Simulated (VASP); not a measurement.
# InGe2O2 (P4/mmm) in VASP: single point with PBE

Aim: the single point of InGe2O2 with PBE.

Program: VASP 6.6.1. These are calculated values, not measurements. Logs are shortened: lines on timing, memory, paths and dates and some standing lists are left out, and cuts for length are marked.

## 1. The cell of the first run

It takes space group P4/mmm (No. 123, tetragonal). Conventional cell: a = 4.350 Å, b = 4.350 Å, c = 5.567 Å, α = 90.00°, β = 90.00°, γ = 90.00°. In (site symmetry 4/mmm) has 2 Ge at 2.78 Å and 8 O at 3.53 Å within 3.7 Å. Ge (site symmetry 4/mmm) has 4 O at 2.18 Å and 2 In at 2.78 Å within 2.9 Å. Within 2.9 Å of Ge (site symmetry 4/mmm) lie 4 O at 2.18 Å. O (site symmetry mmm) has 4 Ge at 2.18 Å within 2.9 Å.

## 2. Single point, PBE

INCAR reads:

```
PREC = Accurate
ENCUT = 520
EDIFF = 1E-7
ISMEAR = 0
SIGMA = 0.1
LREAL = F
LASPH = T
NELM = 60
ALGO = Normal
ISIF = 2
LWAVE = F
LCHARG = F
GGA = PE
NBANDS = 34
```

KPOINTS reads:

```
Automatic mesh
0
Gamma
  4 4 4
```

POSCAR reads:

```
InGe2O2
1.0
    4.3502922168      0.0000000000      0.0000000000
    0.0000000000      4.3502922168      0.0000000000
    0.0000000000      0.0000000000      5.5674651612
In Ge O
1 2 2
Direct
    0.0000000000      0.0000000000      0.5000000000
    0.0000000000      0.0000000000      0.0000000000
    0.5000000000      0.5000000000      0.0000000000
    0.5000000000      0.0000000000      0.0000000000
    0.0000000000      0.5000000000      0.0000000000
```

Potentials or basis: VASP PAW PBE potentials, release 64 (In_d, Ge_d, O).

Run with:

```console
$ cat potpaw_PBE.64/In_d/POTCAR potpaw_PBE.64/Ge_d/POTCAR potpaw_PBE.64/O/POTCAR > POTCAR
$ mpirun -np 1 vasp_std > vasp.out
```

OUTCAR:

```text
PREC = Accurate
   ENCUT = 520
   EDIFF = 1E-7
   ISMEAR = 0
   LREAL = F
   LASPH = T
   NELM = 60
   ISIF = 2
   GGA = PE

 ion  position               nearest neighbor table
   1  0.000  0.000  0.500-   2 2.78   2 2.78
   2  0.000  0.000  0.000-   4 2.18   5 2.18   5 2.18   4 2.18   1 2.78   1 2.78
   3  0.500  0.500  0.000-   4 2.18   5 2.18   4 2.18   5 2.18
   4  0.500  0.000  0.000-   2 2.18   3 2.18   3 2.18   2 2.18
   5  0.000  0.500  0.000-   2 2.18   3 2.18   2 2.18   3 2.18

  LATTYP: Found a simple tetragonal cell.
 ALAT       =     4.3502922168
 C/A-ratio  =     1.2797910770

  Lattice vectors:

 A1 = (   4.3502922168,   0.0000000000,   0.0000000000)
 A2 = (   0.0000000000,   4.3502922168,   0.0000000000)
 A3 = (   0.0000000000,   0.0000000000,   5.5674651612)

Analysis of symmetry for initial positions (statically):
=====================================================================
 Subroutine PRICEL returns:
 Original cell was already a primitive cell.

 Routine SETGRP: Setting up the symmetry group for a
 simple tetragonal supercell.

 Subroutine GETGRP returns: Found 16 space group operations
 (whereof 16 operations were pure point group operations)
 out of a pool of 16 trial point group operations.

The static configuration has the point symmetry D_4h.

Analysis of symmetry for dynamics (positions and initial velocities):
=====================================================================
 Subroutine PRICEL returns:
 Original cell was already a primitive cell.

 Routine SETGRP: Setting up the symmetry group for a
 simple tetragonal supercell.

 Subroutine GETGRP returns: Found 16 space group operations
 (whereof 16 operations were pure point group operations)
 out of a pool of 16 trial point group operations.

The dynamic configuration has the point symmetry D_4h.

 Subroutine INISYM returns: Found 16 space group operations
 (whereof 16 operations are pure point group operations),
 and found     1 'primitive' translations

----------------------------------------------------------------------------------------

                                     Primitive cell

  volume of cell :     105.3645

  direct lattice vectors                    reciprocal lattice vectors
     4.350292217  0.000000000  0.000000000     0.229869616  0.000000000  0.000000000
     0.000000000  4.350292217  0.000000000     0.000000000  0.229869616  0.000000000
     0.000000000  0.000000000  5.567465161     0.000000000  0.000000000  0.179614954

  length of vectors
     4.350292217  4.350292217  5.567465161     0.229869616  0.229869616  0.179614954

  position of ions in fractional coordinates (direct lattice)
     0.000000000  0.000000000  0.500000000
     0.000000000  0.000000000  0.000000000
     0.500000000  0.500000000  0.000000000
     0.500000000  0.000000000  0.000000000
     0.000000000  0.500000000  0.000000000

  ion indices of the primitive-cell ions
   primitive index   ion index
                 1           1
                 2           2
                 3           3
                 4           4
                 5           5

----------------------------------------------------------------------------------------

 KPOINTS: Automatic mesh

Automatic generation of k-mesh.
 Grid dimensions read from file:
 generate k-points for:    4    4    4

 Generating k-lattice:

  Cartesian coordinates                     Fractional coordinates (reciprocal lattice)
     0.057467404  0.000000000  0.000000000     0.250000000  0.000000000  0.000000000
     0.000000000  0.057467404  0.000000000     0.000000000  0.250000000  0.000000000
     0.000000000  0.000000000  0.044903739     0.000000000  0.000000000  0.250000000

  Length of vectors
     0.057467404  0.057467404  0.044903739

  Shift w.r.t. Gamma in fractional coordinates (k-lattice)
     0.000000000  0.000000000  0.000000000

 Subroutine IBZKPT returns following result:
 ===========================================

 Found     18 irreducible k-points:

 Following reciprocal coordinates:
            Coordinates               Weight
  0.000000  0.000000  0.000000      1.000000
  0.250000  0.000000  0.000000      4.000000
  0.500000  0.000000  0.000000      2.000000
  0.250000  0.250000  0.000000      4.000000
  0.500000  0.250000  0.000000      4.000000
  0.500000  0.500000  0.000000      1.000000
[... 10 lines left out ...]
  0.500000  0.250000  0.500000      4.000000
  0.500000  0.500000  0.500000      1.000000
   k-points           NKPTS =     18   k-points in BZ     NKDIM =     18   number of bands    NBANDS=     34
   number of dos      NEDOS =    301   number of ions     NIONS =      5
   total plane-waves  NPLWV =  43008
   dimension x,y,z NGX =    32 NGY =   32 NGZ =   42
   dimension x,y,z NGXF=    64 NGYF=   64 NGZF=   84
   ions per type =               1   2   2
   NGX,Y,Z   is equivalent  to a cutoff of  12.23, 12.23, 12.54 a.u.
   NGXF,Y,Z  is equivalent  to a cutoff of  24.46, 24.46, 25.08 a.u.
 SYSTEM =  unknown system
   PREC   = accura    normal or accurate (medium, high low for compatibility)
   ISTART =      0    job   : 0-new  1-cont  2-samecut
   ICHARG =      2    charge: 1-file 2-atom 10-const
   ISPIN  =      1    spin polarized calculation?
   LNONCOLLINEAR =      F non collinear calculations
   LSORBIT =      F    spin-orbit coupling
   LASPH  =      T    aspherical Exc in radial PAW
   ENCUT  =  520.0 eV  38.22 Ry    6.18 a.u.   8.09  8.09 10.35*2*pi/ulx,y,z
   NELM   =     60;   NELMIN=  2; NELMDL= -5     # of ELM steps
   EDIFF  = 0.1E-06   stopping-criterion for ELM
   LREAL  =      F    real-space projection
   EDIFFG = 0.1E-05   stopping-criterion for IOM
   NSW    =      0    number of steps for IOM
   IBRION =     -1    ionic relax: 0-MD 1-quasi-New 2-CG
   NFREE  =      0    steps in history (QN), initial steepest desc. (CG)
   ISIF   =      2    stress and relaxation
   ISYM   =      2    0-nonsym 1-usesym 2-fastsym
   POTIM  = 0.5000    time-step for ionic-motion
   TEBEG  =    0.0;   TEEND  =   0.0 temperature during run
   PSTRESS=    0.0 pullay stress
   NELECT =      53.0000    total number of electrons
   NUPDOWN=      -1.0000    fix difference up-down
   EMIN   =  10.00;   EMAX   =-10.00  energy-range for DOS
   EFERMI =   0.00;   METHOD = LEGACY
   ISMEAR =     0;   SIGMA  =   0.10  broadening in eV -4-tet -1-fermi 0-gaus
   EFERMI_NEDOS =   21; number of points for ismear=-14 and -15
   IALGO  =     38    algorithm
   IMIX   =      4    mixing-type and parameters
     AMIX     =   0.40;   BMIX     =  1.00
     AMIX_MAG =   1.60;   BMIX_MAG =  1.00
  volume/ion in A,a.u.               =      21.07       142.21
  Fermi-wavevector in a.u.,A,eV,Ry     =   1.301973  2.460372 23.063696  1.695134
  Thomas-Fermi vector in A             =   2.433072
   LORBIT       =      0    0 simple, 1 ext, 2 COOP (PROOUT), +10 PAW based schemes
   GGA     = PE    functional components
   LHFCALC =     F    Hartree Fock is set to
   AEXX    =    0.0000 exact exchange contribution
   IVDW    =     0    specifies the selected vdW correction
   LEPSILON=     F    determine dielectric tensor
   LRPA    =     F    only Hartree local field effects (RPA)
 non-spin polarized calculation
 Gauss-broadening in eV      SIGMA  =   0.10
  energy-cutoff  :      520.00
  volume of cell :      105.36
 maximum number of plane-waves:      2868
   NGX = 17   NGY = 17   NGZ = 21

 number of electron      52.9999947 magnetization

 Free energy of the ion-electron system (eV)
  ---------------------------------------------------
  ext. energy  EPLUGINS =         0.00000000
  ---------------------------------------------------
  free energy    TOTEN  =       -23.02405529 eV

  energy without entropy =      -23.00640085  energy(sigma->0) =      -23.01522807

 E-fermi :   4.1481     XC(G=0):  -9.2232

 val. band max:        4.1221026920   @ k =   0.5000   0.0000   0.0000
 cond. band min:       4.1714470945   @ k =   0.2500   0.2500   0.2500
 fundamental gap:      0.0493444025
 Fermi energy:         4.1480795991

 k-point     1 :       0.0000    0.0000    0.0000
  band No.  band energies     occupation
      1     -21.0998      2.00000
      2     -21.0207      2.00000
      3     -20.9938      2.00000
      4     -20.9360      2.00000
      5     -20.9360      2.00000
      6     -20.9268      2.00000
[... 26 lines left out ...]
     33      11.1427      0.00000
     34      11.1436      0.00000

 k-point     2 :       0.2500    0.0000    0.0000
  band No.  band energies     occupation
      1     -21.0693      2.00000
      2     -21.0087      2.00000
      3     -20.9790      2.00000
      4     -20.9374      2.00000
      5     -20.9347      2.00000
      6     -20.9340      2.00000
[... 26 lines left out ...]
     33      10.6316      0.00000
     34      10.9311      0.00000

 k-point     3 :       0.5000    0.0000    0.0000
  band No.  band energies     occupation
      1     -21.0262      2.00000
      2     -20.9914      2.00000
      3     -20.9742      2.00000
      4     -20.9460      2.00000
      5     -20.9330      2.00000
      6     -20.9322      2.00000
[... 26 lines left out ...]
     33      10.1615      0.00000
     34      11.4089      0.00000
[... 482 lines left out ...]
 k-point    17 :       0.5000    0.2500    0.5000
  band No.  band energies     occupation
      1     -21.0141      2.00000
      2     -21.0040      2.00000
      3     -20.9556      2.00000
      4     -20.9495      2.00000
      5     -20.9379      2.00000
      6     -20.9368      2.00000
[... 26 lines left out ...]
     33       8.6633      0.00000
     34      10.1645      0.00000

 k-point    18 :       0.5000    0.5000    0.5000
  band No.  band energies     occupation
      1     -21.0118      2.00000
      2     -21.0027      2.00000
      3     -20.9584      2.00000
      4     -20.9423      2.00000
      5     -20.9398      2.00000
      6     -20.9398      2.00000
[... 26 lines left out ...]
     33       9.6531      0.00000
     34       9.7608      0.00000

------------------------ aborting loop because EDIFF is reached ----------------------------------------

  FORCE on cell =-STRESS in cart. coord.  units (eV):
  Direction    XX          YY          ZZ          XY          YZ          ZX
  --------------------------------------------------------------------------------------
  -------------------------------------------------------------------------------------
  Total        0.1094702      0.1094702     -0.0526012      0.0000000     -0.0000000      0.0000000
  in kB        1.6646092      1.6646092     -0.7998555      0.0000000     -0.0000000      0.0000000
  external PRESSURE =       0.8431210 kB  Pullay stress =       0.0000000 kB

 VOLUME and BASIS-vectors are now :
 -----------------------------------------------------------------------------
  energy-cutoff  :      520.00
  volume of cell :      105.36
      direct lattice vectors                 reciprocal lattice vectors
     4.350292217  0.000000000  0.000000000     0.229869616  0.000000000  0.000000000
     0.000000000  4.350292217  0.000000000     0.000000000  0.229869616  0.000000000
     0.000000000  0.000000000  5.567465161     0.000000000  0.000000000  0.179614954

 POSITION                                       TOTAL-FORCE (eV/Angst)
 -----------------------------------------------------------------------------------
      0.00000      0.00000      2.78373         0.000000      0.000000      0.000000
      0.00000      0.00000      0.00000         0.000000      0.000000      0.000000
      2.17515      2.17515      0.00000         0.000000      0.000000      0.000000
      2.17515      0.00000      0.00000         0.000000      0.000000      0.000000
      0.00000      2.17515      0.00000         0.000000      0.000000      0.000000
 -----------------------------------------------------------------------------------
    total drift:                                0.000000     -0.000000     -0.000000

  FREE ENERGIE OF THE ION-ELECTRON SYSTEM (eV)
  ---------------------------------------------------
  free  energy   TOTEN  =       -23.0240552922 eV

  energy  without entropy=      -23.0064008494  energy(sigma->0) =      -23.01522807
```

Run time: 52 s. Hardware: 1 thread of Intel Xeon Platinum 8488C (Sapphire Rapids), shared host; peak memory 0.23 GiB.

What came out:

| Item | Value |
| --- | --- |
| Free energy | -23.0241 eV |
| Pressure | 0.1 GPa |

Caveat: the k points lie up to 0.36 Å⁻¹ apart; spin-orbit coupling is left out, which moves the levels of the heavy elements; an odd number of electrons without spin polarisation forces a metal; a magnetic or distorted state may lie lower.
